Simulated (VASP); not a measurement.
# TaN in VASP: further runs

The runs below take TaN through single point, with LDA, PBE+D4.

Program: VASP 6.6.1. These are calculated values, not measurements. Logs are shortened: lines on timing, memory, paths and dates and some standing lists are left out, and cuts for length are marked.

## Step 1: The cell of the first run

Symmetry: P-6m2, No. 187, hexagonal system. The conventional cell has a = 2.857 Å, b = 2.857 Å, c = 2.804 Å, α = 90.00°, β = 90.00°, γ = 120.00°. Ta (site symmetry -6m2) has 6 N at 2.17 Å and 8 Ta at 2.80 to 2.86 Å within 2.9 Å. N (site symmetry -6m2) has 6 Ta at 2.17 Å and 8 N at 2.80 to 2.86 Å within 2.9 Å.

## Step 2: Single point, LDA (9.91 Å³/atom)

File POSCAR:

```
TaN
1.0
    2.8574659700      0.0000000000      0.0000000000
   -1.4287329850      2.4746381205      0.0000000000
    0.0000000000      0.0000000000      2.8039735900
Ta N
1 1
Direct
    0.0000000000      0.0000000000      0.5000000000
    0.6666666667      0.3333333333      0.0000000000
```

File INCAR.step1:

```
SYSTEM = TaN
ALGO = Normal
EDIFF = 1E-6
ENCUT = 520
GGA = CA
GGA_COMPAT = .False.
ISIF = 2
ISMEAR = 0
LASPH = .True.
LCHARG = .True.
LMAXMIX = 4
LORBIT = 11
LREAL = .False.
LWAVE = .False.
NBANDS = 16
NEDOS = 2001
NELM = 120
PREC = Accurate
SIGMA = 0.05
```

File KPOINTS.step1:

```
k-points
0
Gamma
  11 11 9
  0 0 0
```

File INCAR.step2:

```
SYSTEM = TaN
ALGO = Normal
EDIFF = 1E-6
ENCUT = 520
GGA = CA
GGA_COMPAT = .False.
ICHARG = 11
ISIF = 2
ISMEAR = -5
LASPH = .True.
LCHARG = .False.
LMAXMIX = 4
LORBIT = 10
LREAL = .False.
LWAVE = .False.
NBANDS = 16
NEDOS = 2001
NELM = 120
PREC = Accurate
SIGMA = 0.05
```

File KPOINTS.step2:

```
k-points
0
Gamma
  17 17 14
  0 0 0
```

Potentials or basis: VASP PAW LDA potentials, release 64 (Ta_sv_GW, N).

Run with:

```console
$ cat potpaw_LDA.64/Ta_sv_GW/POTCAR potpaw_LDA.64/N/POTCAR > POTCAR
$ cp INCAR.step1 INCAR
$ cp KPOINTS.step1 KPOINTS
$ mpirun -np 1 vasp_std > vasp.out
$ cp INCAR.step2 INCAR
$ cp KPOINTS.step2 KPOINTS
$ mpirun -np 1 vasp_std > vasp.out
```

OUTCAR:

```text
SYSTEM = TaN
   EDIFF = 1E-6
   ENCUT = 520
   GGA = CA
   ICHARG = 11
   ISIF = 2
   ISMEAR = -5
   LASPH = .True.
   LORBIT = 10
   LREAL = .False.
   NELM = 120
   PREC = Accurate

 ion  position               nearest neighbor table
   1  0.000  0.000  0.500-   2 2.17   2 2.17   2 2.17   2 2.17   2 2.17   2 2.17
   2  0.667  0.333  0.000-   1 2.17   1 2.17   1 2.17   1 2.17   1 2.17   1 2.17

  LATTYP: Found a hexagonal cell.
 ALAT       =     2.8574659700
 C/A-ratio  =     0.9812797841

  Lattice vectors:

 A1 = (   2.8574659700,   0.0000000000,   0.0000000000)
 A2 = (  -1.4287329850,   2.4746381205,   0.0000000000)
 A3 = (   0.0000000000,   0.0000000000,   2.8039735900)

Analysis of symmetry for initial positions (statically):
=====================================================================
 Subroutine PRICEL returns:
 Original cell was already a primitive cell.

 Routine SETGRP: Setting up the symmetry group for a
 hexagonal supercell.

 Subroutine GETGRP returns: Found 12 space group operations
 (whereof 12 operations were pure point group operations)
 out of a pool of 24 trial point group operations.

The static configuration has the point symmetry D_3h.

Analysis of symmetry for dynamics (positions and initial velocities):
=====================================================================
 Subroutine PRICEL returns:
 Original cell was already a primitive cell.

 Routine SETGRP: Setting up the symmetry group for a
 hexagonal supercell.

 Subroutine GETGRP returns: Found 12 space group operations
 (whereof 12 operations were pure point group operations)
 out of a pool of 24 trial point group operations.

The dynamic configuration has the point symmetry D_3h.

 Subroutine INISYM returns: Found 12 space group operations
 (whereof 12 operations are pure point group operations),
 and found     1 'primitive' translations

----------------------------------------------------------------------------------------

                                     Primitive cell

  volume of cell :      19.8274

  direct lattice vectors                    reciprocal lattice vectors
     2.857465970  0.000000000  0.000000000     0.349960423  0.202049745  0.000000000
    -1.428732985  2.474638120  0.000000000     0.000000000  0.404099489  0.000000000
     0.000000000  0.000000000  2.803973590     0.000000000  0.000000000  0.356636740

  length of vectors
     2.857465970  2.857465970  2.803973590     0.404099489  0.404099489  0.356636740

  position of ions in fractional coordinates (direct lattice)
     0.000000000  0.000000000  0.500000000
     0.666666667  0.333333333  0.000000000

  ion indices of the primitive-cell ions
   primitive index   ion index
                 1           1
                 2           2

----------------------------------------------------------------------------------------

 KPOINTS: k-points

Automatic generation of k-mesh.
 Grid dimensions read from file:
 generate k-points for:   17   17   14

 Generating k-lattice:

  Cartesian coordinates                     Fractional coordinates (reciprocal lattice)
     0.020585907  0.011885279  0.000000000     0.058823529 -0.000000000  0.000000000
     0.000000000  0.023770558  0.000000000     0.000000000  0.058823529  0.000000000
     0.000000000  0.000000000  0.025474053     0.000000000  0.000000000  0.071428571

  Length of vectors
     0.023770558  0.023770558  0.025474053

  Shift w.r.t. Gamma in fractional coordinates (k-lattice)
     0.000000000  0.000000000  0.000000000

 TETIRR: Found   4165 inequivalent tetrahedra from    24276

 Subroutine IBZKPT returns following result:
 ===========================================

 Found    264 irreducible k-points:

 Following reciprocal coordinates:
            Coordinates               Weight
  0.000000  0.000000  0.000000      1.000000
  0.058824  0.000000  0.000000      6.000000
  0.117647  0.000000  0.000000      6.000000
  0.176471  0.000000  0.000000      6.000000
  0.235294  0.000000  0.000000      6.000000
  0.294118  0.000000  0.000000      6.000000
[... 16 lines left out ...]
  0.411765  0.117647  0.000000     12.000000
  0.176471  0.176471  0.000000      6.000000
 [... further k-points ...]
   k-points           NKPTS =    264   k-points in BZ     NKDIM =    264   number of bands    NBANDS=     16
   number of dos      NEDOS =   2001   number of ions     NIONS =      2
   total plane-waves  NPLWV =  13824
   dimension x,y,z NGX =    24 NGY =   24 NGZ =   24
   dimension x,y,z NGXF=    48 NGYF=   48 NGZF=   48
   ions per type =               1   1
   NGX,Y,Z   is equivalent  to a cutoff of  13.96, 13.96, 14.23 a.u.
   NGXF,Y,Z  is equivalent  to a cutoff of  27.93, 27.93, 28.46 a.u.
 SYSTEM =  TaN
   PREC   = accura    normal or accurate (medium, high low for compatibility)
   ISTART =      0    job   : 0-new  1-cont  2-samecut
   ICHARG =     11    charge: 1-file 2-atom 10-const
   ISPIN  =      1    spin polarized calculation?
   LNONCOLLINEAR =      F non collinear calculations
   LSORBIT =      F    spin-orbit coupling
   LASPH  =      T    aspherical Exc in radial PAW
   ENCUT  =  520.0 eV  38.22 Ry    6.18 a.u.   5.31  5.31  5.21*2*pi/ulx,y,z
   NELM   =    120;   NELMIN=  2; NELMDL=  0     # of ELM steps
   EDIFF  = 0.1E-05   stopping-criterion for ELM
   LREAL  =      F    real-space projection
   EDIFFG = 0.1E-04   stopping-criterion for IOM
   NSW    =      0    number of steps for IOM
   IBRION =     -1    ionic relax: 0-MD 1-quasi-New 2-CG
   NFREE  =      0    steps in history (QN), initial steepest desc. (CG)
   ISIF   =      2    stress and relaxation
   ISYM   =      2    0-nonsym 1-usesym 2-fastsym
   POTIM  = 0.5000    time-step for ionic-motion
   TEBEG  =    0.0;   TEEND  =   0.0 temperature during run
   PSTRESS=    0.0 pullay stress
   NELECT =      18.0000    total number of electrons
   NUPDOWN=      -1.0000    fix difference up-down
   EMIN   =  10.00;   EMAX   =-10.00  energy-range for DOS
   EFERMI =   0.00;   METHOD = LEGACY
   ISMEAR =    -5;   SIGMA  =   0.05  broadening in eV -4-tet -1-fermi 0-gaus
   EFERMI_NEDOS =   21; number of points for ismear=-14 and -15
   IALGO  =     38    algorithm
   IMIX   =      4    mixing-type and parameters
     AMIX     =   0.40;   BMIX     =  1.00
     AMIX_MAG =   1.60;   BMIX_MAG =  1.00
  volume/ion in A,a.u.               =       9.91        66.90
  Fermi-wavevector in a.u.,A,eV,Ry     =   1.585173  2.995543 34.188375  2.512775
  Thomas-Fermi vector in A             =   2.684678
   LORBIT       =     10    0 simple, 1 ext, 2 COOP (PROOUT), +10 PAW based schemes
   GGA     = CA    functional components
   LHFCALC =     F    Hartree Fock is set to
   AEXX    =    0.0000 exact exchange contribution
   IVDW    =     0    specifies the selected vdW correction
   LEPSILON=     F    determine dielectric tensor
   LRPA    =     F    only Hartree local field effects (RPA)
 non-spin polarized calculation
 Fermi weights with tetrahedron method with Bloechl corrections
  energy-cutoff  :      520.00
  volume of cell :       19.83
 maximum number of plane-waves:       552
 NGX is ok and might be reduce to    24

 number of electron      18.0000000 magnetization

 Free energy of the ion-electron system (eV)
  ---------------------------------------------------
  ext. energy  EPLUGINS =         0.00000000
  ---------------------------------------------------
  free energy    TOTEN  =       -27.14699101 eV

  energy without entropy =      -27.14699101  energy(sigma->0) =      -27.14699101

 E-fermi :  13.3321     XC(G=0): -14.4620

 val. band max:       13.4680653481   @ k =   0.0000   0.0000   0.3571
 cond. band min:      13.2826925635   @ k =   0.0000   0.0000   0.4286
 fundamental gap:     -0.1853727846
 Fermi energy:        13.3321132911

 k-point     1 :       0.0000    0.0000    0.0000
  band No.  band energies     occupation
      1     -54.4935      2.00000
      2     -21.0053      2.00000
      3     -20.6962      2.00000
      4     -20.6962      2.00000
      5      -4.7569      2.00000
      6       8.4638      2.00000
[... 8 lines left out ...]
     15      26.9961      0.00000
     16      30.3206      0.00000

 k-point     2 :       0.0588    0.0000    0.0000
  band No.  band energies     occupation
      1     -54.4896      2.00000
      2     -20.9986      2.00000
      3     -20.7488      2.00000
      4     -20.7070      2.00000
      5      -4.6713      2.00000
      6       8.2192      2.00000
[... 8 lines left out ...]
     15      26.9802      0.00000
     16      30.4771      0.00000

 k-point     3 :       0.1176    0.0000    0.0000
  band No.  band energies     occupation
      1     -54.4787      2.00000
      2     -20.9795      2.00000
      3     -20.8977      2.00000
      4     -20.7384      2.00000
      5      -4.4260      2.00000
      6       7.6687      2.00000
[... 8 lines left out ...]
     15      26.9379      0.00000
     16      30.9291      0.00000

 k-point     4 :       0.1765    0.0000    0.0000
  band No.  band energies     occupation
      1     -54.4619      2.00000
      2     -21.1163      2.00000
      3     -20.9503      2.00000
      4     -20.7854      2.00000
      5      -4.0531      2.00000
      6       6.9894      2.00000
[... 8 lines left out ...]
     15      26.9306      0.00000
     16      31.4790      0.00000

 k-point     5 :       0.2353    0.0000    0.0000
  band No.  band energies     occupation
      1     -54.4416      2.00000
      2     -21.3701      2.00000
      3     -20.9147      2.00000
      4     -20.8414      2.00000
      5      -3.5988      2.00000
      6       6.3086      2.00000
[... 8 lines left out ...]
     15      27.0698      0.00000
     16      31.4480      0.00000

 k-point     6 :       0.2941    0.0000    0.0000
  band No.  band energies     occupation
      1     -54.4205      2.00000
      2     -21.6231      2.00000
      3     -20.8986      2.00000
      4     -20.8777      2.00000
      5      -3.1183      2.00000
      6       5.7050      2.00000
[... 8 lines left out ...]
     15      27.4072      0.00000
     16      31.6286      0.00000
[... 267 lines left out ...]
 k-point    21 :       0.2941    0.1176    0.0000
  band No.  band energies     occupation
      1     -54.3963      2.00000
      2     -21.8251      2.00000
      3     -21.0512      2.00000
      4     -20.8347      2.00000
      5      -2.5231      2.00000
      6       5.2755      2.00000
[... 8 lines left out ...]
     15      27.8672      0.00000
     16      29.9485      0.00000

 k-point    22 :       0.3529    0.1176    0.0000
  band No.  band energies     occupation
      1     -54.3829      2.00000
      2     -21.9616      2.00000
      3     -21.1024      2.00000
      4     -20.8109      2.00000
      5      -2.1873      2.00000
      6       5.0065      2.00000
[... 8 lines left out ...]
     15      27.2457      0.00000
     16      29.7693      0.00000

 k-point    23 :       0.4118    0.1176    0.0000
  band No.  band energies     occupation
      1     -54.3757      2.00000
      2     -22.0337      2.00000
      3     -21.1298      2.00000
      4     -20.7982      2.00000
      5      -2.0018      2.00000
      6       4.8714      2.00000
[... 8 lines left out ...]
     15      26.3054      0.00000
     16      30.1138      0.00000

 k-point    24 :       0.1765    0.1765    0.0000
  band No.  band energies     occupation
      1     -54.4158      2.00000
      2     -21.5969      2.00000
      3     -21.0026      2.00000
      4     -20.8693      2.00000
      5      -2.9882      2.00000
      6       5.7614      2.00000
[... 8 lines left out ...]
     15      27.5518      0.00000
     16      31.2601      0.00000

 [... further k-points ...]

------------------------ aborting loop because EDIFF is reached ----------------------------------------

  FORCE on cell =-STRESS in cart. coord.  units (eV):
  Direction    XX          YY          ZZ          XY          YZ          ZX
  --------------------------------------------------------------------------------------
  -------------------------------------------------------------------------------------
  Total        2.7312451      2.7312451      3.0525680     -0.0000000     -0.0000000      0.0000000
  in kB      220.7011381    220.7011381    246.6659757     -0.0000000     -0.0000000      0.0000000
  external PRESSURE =     229.3560840 kB  Pullay stress =       0.0000000 kB

 VOLUME and BASIS-vectors are now :
 -----------------------------------------------------------------------------
  energy-cutoff  :      520.00
  volume of cell :       19.83
      direct lattice vectors                 reciprocal lattice vectors
     2.857465970  0.000000000  0.000000000     0.349960423  0.202049745  0.000000000
    -1.428732985  2.474638120  0.000000000     0.000000000  0.404099489  0.000000000
     0.000000000  0.000000000  2.803973590     0.000000000  0.000000000  0.356636740

 POSITION                                       TOTAL-FORCE (eV/Angst)
 -----------------------------------------------------------------------------------
      0.00000      0.00000      1.40199        -0.000000      0.000000      0.000000
      1.42873      0.82488      0.00000         0.000000      0.000000      0.000000
 -----------------------------------------------------------------------------------
    total drift:                               -0.000212      0.000122      0.000000

  FREE ENERGIE OF THE ION-ELECTRON SYSTEM (eV)
  ---------------------------------------------------
  free  energy   TOTEN  =       -27.1469910074 eV

  energy  without entropy=      -27.1469910074  energy(sigma->0) =      -27.14699101

 total charge

# of ion       s       p       d       f       tot
--------------------------------------------------
    1        3.318   6.076   2.558   0.131  12.082
    2        1.221   2.543   0.000   0.000   3.765
--------------------------------------------------
tot          4.539   8.619   2.558   0.131  15.847
```

Run time: 45 s. Hardware: 1 thread of AMD EPYC 9R45 (Zen 5), shared host; peak memory 0.18 GiB.

Results:

| Property | Result |
| --- | --- |
| Valence electrons inside the program's atomic spheres | Ta 12.08; N 3.77 |

Caveat: spin-orbit coupling is left out, which moves the levels of the heavy elements.

## Step 3: Single point, PBE+D4, non-collinear spin, zero start, spin-orbit coupling (atoms moved at random)

File POSCAR:

```
TaN
1.0
    2.9380000000      0.0000000000      0.0000000000
   -1.4690000000      2.5443826363      0.0000000000
    0.0000000000      0.0000000000      2.8830000000
Ta N
1 1
Direct
   -0.0038070000     -0.0010280000      0.4976200000
    0.6613780000      0.3344180000      0.0052860000
```

File INCAR.step1:

```
SYSTEM = TaN
PREC     = Accurate       ! precision mode
ENCUT    = 520            ! plane-wave cutoff, eV
EDIFF    = 1E-7           ! SCF threshold, eV
ISMEAR   = 0              ! smearing method
SIGMA    = 0.01           ! smearing width, eV
LREAL    = .FALSE.        ! projectors in reciprocal space
LASPH    = .TRUE.         ! aspherical terms in the spheres
NELM     = 150            ! most SCF steps
ALGO     = Normal         ! electronic algorithm
ISIF     = 2              ! what is computed and relaxed
LWAVE    = .FALSE.        ! write WAVECAR
LCHARG   = .TRUE.         ! write CHGCAR
MAGMOM   = 0 0 0 0 0 0    ! initial moments
LSORBIT  = .TRUE.         ! spin-orbit coupling
GGA_COMPAT= .FALSE.      
LORBMOM  = .TRUE.       
LMAXMIX  = 4              ! l up to which the mixer works
GGA      = PE             ! functional
IVDW     = 13             ! dispersion correction
NBANDS   = 28             ! bands
```

File KPOINTS.step1:

```
Automatic mesh
0
G
  8 8 7
  0 0 0
```

File INCAR.step2:

```
SYSTEM = TaN
PREC     = Accurate       ! precision mode
ENCUT    = 520            ! plane-wave cutoff, eV
EDIFF    = 1E-7           ! SCF threshold, eV
ISMEAR   = -5             ! smearing method
SIGMA    = 0.01           ! smearing width, eV
LREAL    = .FALSE.        ! projectors in reciprocal space
LASPH    = .TRUE.         ! aspherical terms in the spheres
NELM     = 150            ! most SCF steps
ALGO     = Normal         ! electronic algorithm
ISIF     = 2              ! what is computed and relaxed
LWAVE    = .FALSE.        ! write WAVECAR
LCHARG   = .FALSE.        ! write CHGCAR
MAGMOM   = 0 0 0 0 0 0    ! initial moments
LORBIT   = 11             ! projections on sites
LSORBIT  = .TRUE.         ! spin-orbit coupling
GGA_COMPAT= .FALSE.      
LORBMOM  = .TRUE.       
LMAXMIX  = 4              ! l up to which the mixer works
GGA      = PE             ! functional
IVDW     = 13             ! dispersion correction
NEDOS    = 2001           ! points of the DOS
ICHARG   = 11             ! starting density
```

File KPOINTS.step2:

```
Automatic mesh
0
G
  12 12 11
  0 0 0
```

Potentials or basis: VASP PAW PBE potentials, release 64 (Ta_pv, N).

Run with:

```console
$ cat potpaw_PBE.64/Ta_pv/POTCAR potpaw_PBE.64/N/POTCAR > POTCAR
$ cp INCAR.step1 INCAR
$ cp KPOINTS.step1 KPOINTS
$ mpirun -np 1 vasp_ncl > vasp.out
$ cp INCAR.step2 INCAR
$ cp KPOINTS.step2 KPOINTS
$ mpirun -np 1 vasp_ncl > vasp.out
```

It took 40 min on 1 thread of Oxide Virtual Turin-like, shared host; peak memory 1.1 GiB.

It converged, with:

| Property | Result |
| --- | --- |
| Net moment | 0.00 μB per cell |
| Valence electrons inside the program's atomic spheres | Ta 9.01; N 3.73 |
| Dispersion energy per atom | -0.310 eV |

Moments on the atoms (μB; x, y, z):
```
Ta  0.00 0.00 0.00
N   0.00 0.00 0.00
```

Caveat: the cell differs from its parent crystal (atoms moved at random).
